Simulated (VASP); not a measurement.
# Ge3Pt (P4_2/nmc) in VASP: single point with PBE

Aim: the single point of Ge3Pt with PBE.

Everything below comes from runs of VASP 6.6.1. Logs are shortened: lines on timing, memory, paths and dates and some standing lists are left out, and cuts for length are marked.

## (1) The cell of the first run

The structure is tetragonal, space group P4_2/nmc (No. 137). Conventional cell: a = 5.282 Å, b = 5.282 Å, c = 5.280 Å, α = 90.00°, β = 90.00°, γ = 90.00°. Within 3.5 Å of Ge (site symmetry 2mm) lie 4 Ge at 2.64 Å and 2 Pt at 2.64 Å. Within 3.5 Å of Ge (site symmetry -4m2) lie 2 Pt at 2.64 Å and 4 Ge at 2.64 Å. Within 3.5 Å of Pt (site symmetry -4m2) lie 6 Ge at 2.64 Å.

## (2) Single point, PBE

INCAR reads:

```
SYSTEM = Ge3Pt
  PREC = Accurate
  ENCUT = 520
  EDIFF = 1E-7
  ISMEAR = 0
  SIGMA = 0.1
  LREAL = .FALSE.
  LASPH = .TRUE.
  NELM = 100
  ALGO = Normal
  ISIF = 2
  LWAVE = .FALSE.
  LCHARG = .FALSE.
  GGA = PE
  NBANDS = 62
```

KPOINTS reads:

```
regular mesh
0
G
  4 4 4
  0 0 0
```

POSCAR reads:

```
Ge3Pt
1.0
    5.2824975991      0.0000000000      0.0000000000
    0.0000000000      5.2824975991      0.0000000000
    0.0000000000      0.0000000000      5.2795026434
Ge Pt
6 2
Direct
    0.0000000000      0.5000000000      0.5224373955
    0.5000000000      0.0000000000      0.4775626045
    0.5000000000      0.0000000000      0.9775626045
    0.0000000000      0.5000000000      0.0224373955
    0.0000000000      0.0000000000      0.0000000000
    0.5000000000      0.5000000000      0.5000000000
    0.0000000000      0.0000000000      0.5000000000
    0.5000000000      0.5000000000      0.0000000000
```

Potentials or basis: VASP PAW PBE potentials, release 64 (Ge_d, Pt).

On the command line:

```
$ cat potpaw_PBE.64/Ge_d/POTCAR potpaw_PBE.64/Pt/POTCAR > POTCAR
$ mpirun -np 1 vasp_std > vasp.out
```

OUTCAR:

```text
SYSTEM = Ge3Pt
   PREC = Accurate
   ENCUT = 520
   EDIFF = 1E-7
   ISMEAR = 0
   LREAL = .FALSE.
   LASPH = .TRUE.
   NELM = 100
   ISIF = 2
   GGA = PE

 ion  position               nearest neighbor table
   1  0.000  0.500  0.522-   4 2.64   4 2.64   7 2.64   6 2.64   7 2.64   6 2.64
   2  0.500  0.000  0.478-   3 2.64   3 2.64   7 2.64   6 2.64   6 2.64   7 2.64
   3  0.500  0.000  0.978-   2 2.64   2 2.64   8 2.64   5 2.64   8 2.64   5 2.64
   4  0.000  0.500  0.022-   1 2.64   1 2.64   8 2.64   5 2.64   5 2.64   8 2.64
   5  0.000  0.000  0.000-   7 2.64   7 2.64   3 2.64   4 2.64   4 2.64   3 2.64
   6  0.500  0.500  0.500-   8 2.64   8 2.64   1 2.64   2 2.64   2 2.64   1 2.64
   7  0.000  0.000  0.500-   5 2.64   5 2.64   1 2.64   2 2.64   1 2.64   2 2.64
   8  0.500  0.500  0.000-   6 2.64   6 2.64   3 2.64   4 2.64   3 2.64   4 2.64

  LATTYP: Found a simple tetragonal cell.
 ALAT       =     5.2824975991
 C/A-ratio  =     0.9994330417

  Lattice vectors:

 A1 = (   5.2824975991,   0.0000000000,   0.0000000000)
 A2 = (   0.0000000000,   5.2824975991,   0.0000000000)
 A3 = (   0.0000000000,   0.0000000000,   5.2795026434)

Analysis of symmetry for initial positions (statically):
=====================================================================
 Subroutine PRICEL returns:
 Original cell was already a primitive cell.

 Routine SETGRP: Setting up the symmetry group for a
 simple tetragonal supercell.

 Subroutine GETGRP returns: Found 16 space group operations
 (whereof  8 operations were pure point group operations)
 out of a pool of 16 trial point group operations.

The static configuration has the point symmetry D_2d.
 The point group associated with its full space group is D_4h.

Analysis of symmetry for dynamics (positions and initial velocities):
=====================================================================
 Subroutine PRICEL returns:
 Original cell was already a primitive cell.

 Routine SETGRP: Setting up the symmetry group for a
 simple tetragonal supercell.

 Subroutine GETGRP returns: Found 16 space group operations
 (whereof  8 operations were pure point group operations)
 out of a pool of 16 trial point group operations.

The dynamic configuration has the point symmetry D_2d.
 The point group associated with its full space group is D_4h.

 Subroutine INISYM returns: Found 16 space group operations
 (whereof  8 operations are pure point group operations),
 and found     1 'primitive' translations

----------------------------------------------------------------------------------------

                                     Primitive cell

  volume of cell :     147.3234

  direct lattice vectors                    reciprocal lattice vectors
     5.282497599  0.000000000  0.000000000     0.189304393  0.000000000  0.000000000
     0.000000000  5.282497599  0.000000000     0.000000000  0.189304393  0.000000000
     0.000000000  0.000000000  5.279502643     0.000000000  0.000000000  0.189411781

  length of vectors
     5.282497599  5.282497599  5.279502643     0.189304393  0.189304393  0.189411781

  position of ions in fractional coordinates (direct lattice)
     0.000000000  0.500000000  0.522437395
     0.500000000  0.000000000  0.477562605
     0.500000000  0.000000000  0.977562605
     0.000000000  0.500000000  0.022437395
     0.000000000  0.000000000  0.000000000
     0.500000000  0.500000000  0.500000000
     0.000000000  0.000000000  0.500000000
     0.500000000  0.500000000  0.000000000

  ion indices of the primitive-cell ions
   primitive index   ion index
                 1           1
                 2           2
                 3           3
                 4           4
                 5           5
                 6           6
                 7           7
                 8           8

----------------------------------------------------------------------------------------

 KPOINTS: regular mesh

Automatic generation of k-mesh.
 Grid dimensions read from file:
 generate k-points for:    4    4    4

 Generating k-lattice:

  Cartesian coordinates                     Fractional coordinates (reciprocal lattice)
     0.047326098  0.000000000  0.000000000     0.250000000  0.000000000  0.000000000
     0.000000000  0.047326098  0.000000000     0.000000000  0.250000000  0.000000000
     0.000000000  0.000000000  0.047352945     0.000000000  0.000000000  0.250000000

  Length of vectors
     0.047326098  0.047326098  0.047352945

  Shift w.r.t. Gamma in fractional coordinates (k-lattice)
     0.000000000  0.000000000  0.000000000

 Subroutine IBZKPT returns following result:
 ===========================================

 Found     18 irreducible k-points:

 Following reciprocal coordinates:
            Coordinates               Weight
  0.000000  0.000000  0.000000      1.000000
  0.250000  0.000000  0.000000      4.000000
  0.500000  0.000000  0.000000      2.000000
  0.250000  0.250000  0.000000      4.000000
  0.500000  0.250000  0.000000      4.000000
  0.500000  0.500000  0.000000      1.000000
[... 10 lines left out ...]
  0.500000  0.250000  0.500000      4.000000
  0.500000  0.500000  0.500000      1.000000
   k-points           NKPTS =     18   k-points in BZ     NKDIM =     18   number of bands    NBANDS=     62
   number of dos      NEDOS =    301   number of ions     NIONS =      8
   total plane-waves  NPLWV =  64000
   dimension x,y,z NGX =    40 NGY =   40 NGZ =   40
   dimension x,y,z NGXF=    80 NGYF=   80 NGZF=   80
   ions per type =               6   2
   NGX,Y,Z   is equivalent  to a cutoff of  12.59, 12.59, 12.60 a.u.
   NGXF,Y,Z  is equivalent  to a cutoff of  25.18, 25.18, 25.19 a.u.
 SYSTEM =  Ge3Pt
   PREC   = accura    normal or accurate (medium, high low for compatibility)
   ISTART =      0    job   : 0-new  1-cont  2-samecut
   ICHARG =      2    charge: 1-file 2-atom 10-const
   ISPIN  =      1    spin polarized calculation?
   LNONCOLLINEAR =      F non collinear calculations
   LSORBIT =      F    spin-orbit coupling
   LASPH  =      T    aspherical Exc in radial PAW
   ENCUT  =  520.0 eV  38.22 Ry    6.18 a.u.   9.82  9.82  9.82*2*pi/ulx,y,z
   NELM   =    100;   NELMIN=  2; NELMDL= -5     # of ELM steps
   EDIFF  = 0.1E-06   stopping-criterion for ELM
   LREAL  =      F    real-space projection
   EDIFFG = 0.1E-05   stopping-criterion for IOM
   NSW    =      0    number of steps for IOM
   IBRION =     -1    ionic relax: 0-MD 1-quasi-New 2-CG
   NFREE  =      0    steps in history (QN), initial steepest desc. (CG)
   ISIF   =      2    stress and relaxation
   ISYM   =      2    0-nonsym 1-usesym 2-fastsym
   POTIM  = 0.5000    time-step for ionic-motion
   TEBEG  =    0.0;   TEEND  =   0.0 temperature during run
   PSTRESS=    0.0 pullay stress
   NELECT =     104.0000    total number of electrons
   NUPDOWN=      -1.0000    fix difference up-down
   EMIN   =  10.00;   EMAX   =-10.00  energy-range for DOS
   EFERMI =   0.00;   METHOD = LEGACY
   ISMEAR =     0;   SIGMA  =   0.10  broadening in eV -4-tet -1-fermi 0-gaus
   EFERMI_NEDOS =   21; number of points for ismear=-14 and -15
   IALGO  =     38    algorithm
   IMIX   =      4    mixing-type and parameters
     AMIX     =   0.40;   BMIX     =  1.00
     AMIX_MAG =   1.60;   BMIX_MAG =  1.00
  volume/ion in A,a.u.               =      18.42       124.27
  Fermi-wavevector in a.u.,A,eV,Ry     =   1.457680  2.754615 28.910064  2.124830
  Thomas-Fermi vector in A             =   2.574453
   LORBIT       =      0    0 simple, 1 ext, 2 COOP (PROOUT), +10 PAW based schemes
   GGA     = PE    functional components
   LHFCALC =     F    Hartree Fock is set to
   AEXX    =    0.0000 exact exchange contribution
   IVDW    =     0    specifies the selected vdW correction
   LEPSILON=     F    determine dielectric tensor
   LRPA    =     F    only Hartree local field effects (RPA)
 non-spin polarized calculation
 Gauss-broadening in eV      SIGMA  =   0.10
  energy-cutoff  :      520.00
  volume of cell :      147.32
 maximum number of plane-waves:      3984
 NGX is ok and might be reduce to    40
   NGX = 19   NGY = 19   NGZ = 19

 number of electron     104.0000050 magnetization

 Free energy of the ion-electron system (eV)
  ---------------------------------------------------
  ext. energy  EPLUGINS =         0.00000000
  ---------------------------------------------------
  free energy    TOTEN  =       -38.96518230 eV

  energy without entropy =      -38.92253966  energy(sigma->0) =      -38.94386098

 E-fermi :   6.7860     XC(G=0): -11.5235

 val. band max:        6.7815684079   @ k =   0.5000   0.2500   0.0000
 cond. band min:       6.7985186777   @ k =   0.0000   0.0000   0.0000
 fundamental gap:      0.0169502698
 Fermi energy:         6.7859518526

 k-point     1 :       0.0000    0.0000    0.0000
  band No.  band energies     occupation
      1     -17.7306      2.00000
      2     -17.6942      2.00000
      3     -17.6938      2.00000
      4     -17.6026      2.00000
      5     -17.5991      2.00000
      6     -17.5847      2.00000
[... 54 lines left out ...]
     61      13.0068      0.00000
     62      13.0144      0.00000

 k-point     2 :       0.2500    0.0000    0.0000
  band No.  band energies     occupation
      1     -17.7173      2.00000
      2     -17.6949      2.00000
      3     -17.6668      2.00000
      4     -17.6040      2.00000
      5     -17.5828      2.00000
      6     -17.5815      2.00000
[... 54 lines left out ...]
     61      13.1406      0.00000
     62      13.4309      0.00000

 k-point     3 :       0.5000    0.0000    0.0000
  band No.  band energies     occupation
      1     -17.7007      2.00000
      2     -17.7007      2.00000
      3     -17.6208      2.00000
      4     -17.6208      2.00000
      5     -17.5781      2.00000
      6     -17.5781      2.00000
[... 964 lines left out ...]
     61      12.9171      0.00000
     62      12.9171      0.00000

 k-point    18 :       0.5000    0.5000    0.5000
  band No.  band energies     occupation
      1     -17.5635      2.00000
      2     -17.5635      2.00000
      3     -17.5577      2.00000
      4     -17.5577      2.00000
      5     -17.5577      2.00000
      6     -17.5577      2.00000
[... 54 lines left out ...]
     61      12.3943      0.00000
     62      12.3964      0.00000

------------------------ aborting loop because EDIFF is reached ----------------------------------------

  FORCE on cell =-STRESS in cart. coord.  units (eV):
  Direction    XX          YY          ZZ          XY          YZ          ZX
  --------------------------------------------------------------------------------------
  -------------------------------------------------------------------------------------
  Total        0.0265345      0.0265345      0.0932848      0.0000000      0.0000000      0.0000000
  in kB        0.2885690      0.2885690      1.0144945      0.0000000      0.0000000      0.0000000
  external PRESSURE =       0.5305442 kB  Pullay stress =       0.0000000 kB

 VOLUME and BASIS-vectors are now :
 -----------------------------------------------------------------------------
  energy-cutoff  :      520.00
  volume of cell :      147.32
      direct lattice vectors                 reciprocal lattice vectors
     5.282497599  0.000000000  0.000000000     0.189304393  0.000000000  0.000000000
     0.000000000  5.282497599  0.000000000     0.000000000  0.189304393  0.000000000
     0.000000000  0.000000000  5.279502643     0.000000000  0.000000000  0.189411781

 POSITION                                       TOTAL-FORCE (eV/Angst)
 -----------------------------------------------------------------------------------
      0.00000      2.64125      2.75821         0.000000      0.000000     -0.000712
      2.64125      0.00000      2.52129        -0.000000      0.000000      0.000712
      2.64125      0.00000      5.16104         0.000000      0.000000      0.000712
      0.00000      2.64125      0.11846         0.000000      0.000000     -0.000712
      0.00000      0.00000      0.00000         0.000000     -0.000000      0.000000
      2.64125      2.64125      2.63975         0.000000      0.000000      0.000000
      0.00000      0.00000      2.63975         0.000000      0.000000      0.000000
      2.64125      2.64125      0.00000        -0.000000     -0.000000      0.000000
 -----------------------------------------------------------------------------------
    total drift:                               -0.000000      0.000000      0.000000

  FREE ENERGIE OF THE ION-ELECTRON SYSTEM (eV)
  ---------------------------------------------------
  free  energy   TOTEN  =       -38.9651822996 eV

  energy  without entropy=      -38.9225396598  energy(sigma->0) =      -38.94386098
```

Wall time 3.5 min (1 thread of Intel Xeon 6975P-C (Granite Rapids), shared host); peak memory 0.31 GiB.

Results:

```yaml
Free_energy: -38.9652 eV
Pressure: 0.1 GPa
Band_gap_on_the_k_mesh: zero (band 52 reaches 8.52 eV, above the bottom of band 53 at 6.27 eV)
```

Caveat: spin-orbit coupling is left out, which moves the levels of the heavy elements.
